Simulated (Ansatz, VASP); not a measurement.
## BeTe: VASP beside Ansatz

```
Be Te
1.0
    -4.16006    4.79531    3.60681
     4.16006   -4.79531    3.60681
     4.16006    4.79531   -3.60681
Be Te
6 6
Cartesian
  3.3803 3.3595 0.0000
  3.3803 -3.3595 3.6068
  0.7798 8.1548 0.0000
  0.7798 1.4358 3.6068
  0.0000 4.7953 1.8034
  4.1601 0.0000 1.8034
  0.9183 3.3012 0.0000
  5.0784 1.4941 0.0000
  0.0000 0.0000 1.8034
  0.0000 0.0000 5.4102
  -0.9183 3.3012 3.6068
  3.2417 1.4941 3.6068
```

Alike in both runs: functional PBE; k mesh 6 × 6 × 6; occupations gaussian, width 0.02 eV; no spin polarisation.

Ansatz relaxed the structure, and its values are those at the end. VASP's run is a single point on that final structure, the one shown.

|  | VASP | Ansatz |
| --- | --- | --- |
| version | VASP 6.6.1 | Ansatz 0.2.0 |
| potentials or method | VASP PAW PBE potentials, release 64 (Be, Te), cutoff 520 eV | scalar-relativistic, plane waves, PAW |
| valence electrons in the cell | 48 | 108 |

Ansatz gave:

| Property | Result |
| --- | --- |
| gap on the k mesh at the Fermi level (eV) | 1.45 |
| least direct gap on the mesh (eV) | 2.03 |
| pressure (GPa) | 0.0 |
| rms of the force components (eV/Å) | 0.001 |

**Question.** What did VASP give for the same quantities?

**Answer.** gap on the k mesh at the Fermi level (eV): 1.44; least direct gap on the mesh (eV): 2.02; pressure (GPa): 0.1; rms of the force components (eV/Å): 0.004.

With one functional, cell and mesh, what is left measures potentials, basis and numerics. VASP's potentials hold 48 valence electrons a cell and Ansatz's 108, so a difference there can come from the potentials and not from the codes.

Neither program's run includes spin-orbit coupling.
